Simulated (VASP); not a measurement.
# Si127O (a cell with a defect) in VASP: single point with PBEsol

Aim: the single point of Si127O (a cell with a defect) with PBEsol.

Everything below comes from runs of VASP 6.6.1. Logs are shortened: lines on timing, memory, paths and dates and some standing lists are left out, and cuts for length are marked.

## (1) The cell of the first run

The cell holds a defect, 128 atoms: a = 15.366 Å, b = 15.366 Å, c = 15.366 Å, α = 60.00°, β = 60.00°, γ = 60.00°.

## (2) Single point, PBEsol

Input file INCAR:

```
PREC     = Accurate       # precision mode
ENCUT    = 520            # plane-wave cutoff, eV
EDIFF    = 1E-6           # SCF threshold, eV
ISMEAR   = -1             # smearing method
SIGMA    = 0.05           # smearing width, eV
LREAL    = Auto         
LASPH    = T              # aspherical terms in the spheres
NELM     = 120            # most SCF steps
ALGO     = Normal         # electronic algorithm
ISIF     = 2              # what is computed and relaxed
LWAVE    = F              # write WAVECAR
LCHARG   = F              # write CHGCAR
GGA      = PS             # functional
NELECT   = 516.0        
ISYM     = -1           
NBANDS   = 327            # bands
GGA_COMPAT= F            
KPAR     = 1
```

Input file KPOINTS:

```
explicit points
1
Reciprocal
  0.25000000   0.25000000   0.25000000 1
```

Input file POSCAR:

```
Si127O
1.0
    0.0000000000     10.8655790000     10.8655790000
   10.8655790000      0.0000000000     10.8655790000
   10.8655790000     10.8655790000      0.0000000000
Si O
127 1
Direct
    0.0006780000      0.9992570000      0.9998890000
    0.5027580000      0.9954370000      0.0010030000
    0.0030980000      0.4985460000      0.9981090000
    0.0007720000      0.9988850000      0.5002180000
    0.2502510000      0.2498010000      0.2504860000
    0.5007280000      0.4985960000      0.9991490000
[... 120 lines left out ...]
    0.5637930000      0.8120930000      0.8115240000
    0.4554280000      0.5483590000      0.5392530000
```

Potentials or basis: VASP PAW PBE potentials, release 64 (Si, O).

On the command line:

```sh
$ cat potpaw_PBE.64/Si/POTCAR potpaw_PBE.64/O/POTCAR > POTCAR
$ mpirun -np 4 vasp_std > vasp.out
```

OUTCAR:

```text
PREC = Accurate
   ENCUT = 520
   EDIFF = 1E-6
   ISMEAR = -1
   LREAL = Auto
   LASPH = T
   NELM = 120
   ISIF = 2
   GGA = PS
   NELECT = 516.0
   ISYM = -1

 ion  position               nearest neighbor table
   1  0.001  0.999  1.000- 113 2.35  54 2.35  84 2.35  16 2.36
   2  0.503  0.995  0.001-  17 2.35 112 2.36  58 2.36  87 2.37
   3  0.003  0.499  0.998- 118 2.34  60 2.34  80 2.35  18 2.36
   4  0.001  0.999  0.500- 119 2.34  92 2.35  48 2.35  19 2.36
   5  0.250  0.250  0.250-  49 2.35  81 2.35 114 2.35  20 2.36
   6  0.501  0.499  0.999-  62 2.35  82 2.35 115 2.35  21 2.35
[... 47 lines left out ...]
  54  0.063  0.062  0.813-   1 2.35 105 2.35  72 2.35  38 2.36
  55  0.316  0.314  0.561-  11 2.35  73 2.35 106 2.36  39 2.36
  56  0.567  0.549  0.322-  74 2.33  40 2.34 107 2.39
  57  0.812  0.812  0.063-  12 2.35  68 2.35  97 2.35  41 2.36
  58  0.563  0.061  0.813-  75 2.35  42 2.35   2 2.36 108 2.37
  59  0.809  0.314  0.561-  43 2.35  13 2.35 109 2.35  69 2.36
  60  0.065  0.561  0.811-   3 2.34  77 2.35 110 2.35  44 2.35
  61  0.310  0.818  0.563- 100 2.34  78 2.35  45 2.35  14 2.35
  62  0.562  0.562  0.812-  79 2.35 111 2.35   6 2.35  46 2.36
[... 24 lines left out ...]
  87  0.563  0.807  0.068-  41 2.36  71 2.36   2 2.37 107 2.38
  88  0.314  0.063  0.812-  42 2.35  96 2.36  11 2.36  72 2.36
  89  0.564  0.318  0.557-  43 2.33  73 2.35 108 2.37
  90  0.810  0.561  0.313-  12 2.36  74 2.36 109 2.36  36 2.36
  91  0.812  0.063  0.812-  38 2.35  97 2.36  13 2.36  75 2.36
  92  0.063  0.811  0.564-  45 2.35 110 2.35   4 2.35  76 2.36
  93  0.310  0.563  0.818-  99 2.34  46 2.35  77 2.35  14 2.36
  94  0.562  0.812  0.563-  47 2.35 111 2.35  78 2.36   7 2.36
  95  0.814  0.561  0.810-  15 2.35 102 2.36  44 2.36  79 2.37
[... 30 lines left out ...]
 126  0.062  0.813  0.813-  14 2.35  38 2.35  68 2.35 110 2.36
 127  0.564  0.812  0.812-  15 2.35  42 2.35  71 2.36 111 2.36
 128  0.455  0.548  0.539- 122 1.70  27 1.70

IMPORTANT INFORMATION: All symmetrisations will be switched off!
NOSYMM: (Re-)initialisation of all symmetry stuff for point group C_1.

----------------------------------------------------------------------------------------

                                     Primitive cell

  volume of cell :    2565.5981

  direct lattice vectors                    reciprocal lattice vectors
     0.000000000 10.865579000 10.865579000    -0.046016876  0.046016876  0.046016876
    10.865579000  0.000000000 10.865579000     0.046016876 -0.046016876  0.046016876
    10.865579000 10.865579000  0.000000000     0.046016876  0.046016876 -0.046016876

  length of vectors
    15.366249185 15.366249185 15.366249185     0.079703567  0.079703567  0.079703567

  position of ions in fractional coordinates (direct lattice)
     0.000678000  0.999257000  0.999889000
     0.502758000  0.995437000  0.001003000
     0.003098000  0.498546000  0.998109000
     0.000772000  0.998885000  0.500218000
     0.250251000  0.249801000  0.250486000
     0.500728000  0.498596000  0.999149000
[... 120 lines left out ...]
     0.563793000  0.812093000  0.811524000
     0.455428000  0.548359000  0.539253000

  ion indices of the primitive-cell ions
   primitive index   ion index
                 1           1
                 2           2
                 3           3
                 4           4
                 5           5
                 6           6
[... 120 lines left out ...]
               127         127
               128         128

----------------------------------------------------------------------------------------

 KPOINTS: explicit points

Read explicit list of k-points.

 Found      1 k-points:
   k-points           NKPTS =      1   k-points in BZ     NKDIM =      1   number of bands    NBANDS=    328
   number of dos      NEDOS =    301   number of ions     NIONS =    128
   total plane-waves  NPLWV = ******
   dimension x,y,z NGX =   120 NGY =  120 NGZ =  120
   dimension x,y,z NGXF=   240 NGYF=  240 NGZF=  240
   ions per type =             127   1
   NGX,Y,Z   is equivalent  to a cutoff of  12.98, 12.98, 12.98 a.u.
   NGXF,Y,Z  is equivalent  to a cutoff of  25.97, 25.97, 25.97 a.u.
 SYSTEM =  unknown system
   PREC   = accura    normal or accurate (medium, high low for compatibility)
   ISTART =      0    job   : 0-new  1-cont  2-samecut
   ICHARG =      2    charge: 1-file 2-atom 10-const
   ISPIN  =      1    spin polarized calculation?
   LNONCOLLINEAR =      F non collinear calculations
   LSORBIT =      F    spin-orbit coupling
   LASPH  =      T    aspherical Exc in radial PAW
   ENCUT  =  520.0 eV  38.22 Ry    6.18 a.u.  28.57 28.57 28.57*2*pi/ulx,y,z
   NELM   =    120;   NELMIN=  2; NELMDL= -5     # of ELM steps
   EDIFF  = 0.1E-05   stopping-criterion for ELM
   LREAL  =      T    real-space projection
   EDIFFG = 0.1E-04   stopping-criterion for IOM
   NSW    =      0    number of steps for IOM
   IBRION =     -1    ionic relax: 0-MD 1-quasi-New 2-CG
   NFREE  =      0    steps in history (QN), initial steepest desc. (CG)
   ISIF   =      2    stress and relaxation
   ISYM   =     -1    0-nonsym 1-usesym 2-fastsym
   POTIM  = 0.5000    time-step for ionic-motion
   TEBEG  =    0.0;   TEEND  =   0.0 temperature during run
   PSTRESS=    0.0 pullay stress
   NELECT =     516.0000    total number of electrons
   NUPDOWN=      -1.0000    fix difference up-down
   EMIN   =  10.00;   EMAX   =-10.00  energy-range for DOS
   EFERMI =   0.00;   METHOD = LEGACY
   ISMEAR =    -1;   SIGMA  =   0.05  broadening in eV -4-tet -1-fermi 0-gaus
   EFERMI_NEDOS =   21; number of points for ismear=-14 and -15
   IALGO  =     38    algorithm
   IMIX   =      4    mixing-type and parameters
     AMIX     =   0.40;   BMIX     =  1.00
     AMIX_MAG =   1.60;   BMIX_MAG =  1.00
  volume/ion in A,a.u.               =      20.04       135.26
  Fermi-wavevector in a.u.,A,eV,Ry     =   0.959169  1.812567 12.517434  0.920005
  Thomas-Fermi vector in A             =   2.088341
   LORBIT       =      0    0 simple, 1 ext, 2 COOP (PROOUT), +10 PAW based schemes
   GGA     = PS    functional components
   LHFCALC =     F    Hartree Fock is set to
   AEXX    =    0.0000 exact exchange contribution
   IVDW    =     0    specifies the selected vdW correction
   LEPSILON=     F    determine dielectric tensor
   LRPA    =     F    only Hartree local field effects (RPA)
 non-spin polarized calculation
  energy-cutoff  :      520.00
  volume of cell :     2565.60
 maximum number of plane-waves:     69107
 NGX is ok and might be reduce to   120
   NGX = 57   NGY = 57   NGZ = 57

 number of electron     516.0000005 magnetization

 Free energy of the ion-electron system (eV)
  ---------------------------------------------------
  ext. energy  EPLUGINS =         0.00000000
  ---------------------------------------------------
  free energy    TOTEN  =      -717.77200196 eV

  energy without entropy =     -717.59730095  energy(sigma->0) =     -717.68465146

 E-fermi :   6.2905     XC(G=0):  -9.5477

 val. band max:        6.2659975700   @ k =   0.2500   0.2500   0.2500
 cond. band min:       6.3543693642   @ k =   0.2500   0.2500   0.2500
 fundamental gap:      0.0883717941
 Fermi energy:         6.2904633801

 k-point     1 :       0.2500    0.2500    0.2500
  band No.  band energies     occupation
      1     -14.5137      2.00000
      2      -6.1689      2.00000
      3      -5.7738      2.00000
      4      -5.5195      2.00000
      5      -5.5189      2.00000
      6      -5.4907      2.00000
[... 262 lines left out ...]
    269       6.8659      0.00002
    270       6.8865      0.00001
 [bands above 270 left out]

------------------------ aborting loop because EDIFF is reached ----------------------------------------

  FORCE on cell =-STRESS in cart. coord.  units (eV):
  Direction    XX          YY          ZZ          XY          YZ          ZX
  --------------------------------------------------------------------------------------
  -------------------------------------------------------------------------------------
  Total       24.0950744     14.7983438     15.4642590    -12.3189582    -16.0811617    -13.1252312
  in kB       15.0470109      9.2413428      9.6571968     -7.6930038    -10.0424432     -8.1965092
  external PRESSURE =      11.3151835 kB  Pullay stress =       0.0000000 kB

 VOLUME and BASIS-vectors are now :
 -----------------------------------------------------------------------------
  energy-cutoff  :      520.00
  volume of cell :     2565.60
      direct lattice vectors                 reciprocal lattice vectors
     0.000000000 10.865579000 10.865579000    -0.046016876  0.046016876  0.046016876
    10.865579000  0.000000000 10.865579000     0.046016876 -0.046016876  0.046016876
    10.865579000 10.865579000  0.000000000     0.046016876  0.046016876 -0.046016876

 POSITION                                       TOTAL-FORCE (eV/Angst)
 -----------------------------------------------------------------------------------
     21.72188     10.87174     10.86487        -0.022224      0.020780     -0.019004
     10.82690      5.47365     16.27876         0.048878     -0.026034     -0.021740
     16.26202     10.87869      5.45065        -0.005598      0.047317     -0.034656
     16.28862      5.44355     10.86185        -0.034686      0.013039      0.015884
      5.43591      5.44080      5.43335        -0.016329      0.013715     -0.017610
     16.27387     16.29703     10.85823        -0.010992      0.010977     -0.030971
[... 120 lines left out ...]
     17.64154     14.94362     14.94980         0.018114      0.014384     -0.026796
     11.81753     10.80778     10.90673        -0.006785      0.028511     -0.009512
 -----------------------------------------------------------------------------------
    total drift:                                0.010643     -0.008378      0.014805

  FREE ENERGIE OF THE ION-ELECTRON SYSTEM (eV)
  ---------------------------------------------------
  free  energy   TOTEN  =      -717.7720019611 eV

  energy  without entropy=     -717.5973009503  energy(sigma->0) =     -717.68465146
```

It took 14 min on 4 MPI ranks of Intel Xeon Platinum 8259CL at 2.50GHz (Skylake/Cascade Lake), shared host; peak memory 1.1 GiB.

Results:

```
Free energy   : -717.7720 eV
Largest force : 0.104 eV/Å
```

Forces on the atoms (eV/Å):
```
Si  -0.022  0.021 -0.019
Si   0.049 -0.026 -0.022
Si  -0.006  0.047 -0.035
Si  -0.035  0.013  0.016
Si  -0.016  0.014 -0.018
Si  -0.011  0.011 -0.031
Si  -0.031  0.016 -0.023
Si  -0.032  0.027 -0.022
Si  -0.021  0.016 -0.019
Si  -0.024  0.014 -0.012
Si  -0.024  0.022 -0.028
Si  -0.022  0.022 -0.016
Si  -0.026  0.029 -0.019
Si  -0.023  0.026 -0.018
Si  -0.013  0.014 -0.022
Si   0.010 -0.012  0.016
Si   0.018 -0.018  0.026
Si   0.020 -0.030  0.019
Si   0.019 -0.021  0.016
Si   0.021 -0.020  0.017
Si  -0.026  0.004  0.049
Si  -0.013  0.034 -0.010
Si  -0.005 -0.008  0.010
Si   0.011 -0.018  0.016
Si   0.013 -0.026 -0.003
Si   0.015 -0.036  0.009
Si   0.029  0.026  0.059
Si   0.012 -0.010  0.017
Si   0.016 -0.012  0.021
Si   0.013 -0.015  0.018
Si   0.002 -0.002  0.013
Si   0.016 -0.014 -0.015
Si   0.012  0.013 -0.025
Si   0.021 -0.006 -0.026
Si   0.019 -0.014 -0.021
Si   0.015  0.003 -0.027
Si   0.014 -0.014 -0.023
Si   0.018 -0.009 -0.018
Si   0.011 -0.006 -0.021
Si   0.022  0.007 -0.046
Si   0.030 -0.007 -0.020
Si   0.020 -0.014 -0.026
Si   0.034  0.005 -0.016
Si   0.010 -0.005 -0.029
Si   0.038 -0.007 -0.019
Si   0.018  0.013 -0.029
Si   0.013 -0.011 -0.019
Si  -0.021  0.015  0.010
Si  -0.013  0.008  0.019
Si  -0.017  0.014  0.024
Si  -0.015 -0.003  0.029
Si  -0.005  0.010  0.024
Si  -0.004  0.005  0.016
Si  -0.012  0.008  0.027
Si  -0.017  0.009  0.018
Si   0.003 -0.081  0.008
Si  -0.013  0.008  0.021
Si  -0.058 -0.007  0.037
Si  -0.016  0.029  0.011
Si  -0.003 -0.024  0.029
Si  -0.017  0.016  0.016
Si  -0.001  0.002  0.032
Si  -0.013  0.002  0.024
Si   0.012  0.016  0.009
Si   0.019  0.021  0.012
Si   0.021  0.019 -0.004
Si   0.013  0.007  0.011
Si   0.012  0.018  0.017
Si   0.019  0.019  0.010
Si   0.011  0.019  0.002
Si   0.023  0.010  0.004
Si   0.014  0.015  0.007
Si   0.035 -0.007  0.018
Si   0.026  0.058  0.017
Si   0.017  0.016  0.016
Si   0.011  0.006  0.009
Si   0.022  0.035 -0.005
Si   0.030  0.017  0.010
Si   0.008  0.018  0.002
Si  -0.005 -0.022 -0.016
Si  -0.004 -0.015 -0.015
Si  -0.004 -0.003 -0.009
Si  -0.008 -0.018 -0.006
Si  -0.003 -0.013 -0.003
Si   0.001 -0.010 -0.016
Si   0.004 -0.010 -0.016
Si  -0.060 -0.011  0.016
Si  -0.002 -0.012 -0.013
Si  -0.090 -0.052 -0.001
Si   0.002 -0.017 -0.005
Si  -0.007 -0.013 -0.011
Si  -0.012 -0.021 -0.015
Si   0.010 -0.018 -0.012
Si   0.007 -0.015  0.004
Si  -0.008 -0.019  0.000
Si  -0.020 -0.017  0.014
Si  -0.017 -0.008  0.020
Si  -0.025 -0.011  0.038
Si  -0.036 -0.003  0.035
Si  -0.031 -0.022  0.039
Si  -0.031 -0.019  0.023
Si  -0.023 -0.018  0.015
Si  -0.024 -0.016  0.018
Si  -0.023 -0.015  0.022
Si  -0.026 -0.016  0.017
Si  -0.029 -0.008  0.024
Si  -0.022  0.032  0.028
Si   0.013 -0.015  0.075
Si  -0.025 -0.004  0.034
Si  -0.016 -0.009  0.024
Si  -0.022 -0.020  0.018
Si   0.002  0.008 -0.010
Si   0.025  0.012 -0.023
Si   0.019  0.011 -0.011
Si   0.013  0.006 -0.008
Si   0.023  0.007 -0.018
Si   0.012 -0.002 -0.031
Si   0.013 -0.016 -0.051
Si   0.029  0.016 -0.058
Si   0.018  0.016 -0.027
Si   0.020  0.002 -0.019
Si   0.006 -0.039 -0.079
Si   0.012  0.004 -0.010
Si   0.011  0.015 -0.014
Si   0.024  0.016 -0.014
Si   0.015  0.009 -0.018
Si   0.018  0.014 -0.027
O   -0.007  0.029 -0.010
```

Caveat: the cell carries a net charge on a neutralising background, which shifts energy and pressure; the cell is charged against a uniform background, so pressure and absolute levels hang on convention; the PAW data sets were made with another functional, which shifts forces and pressure a little.
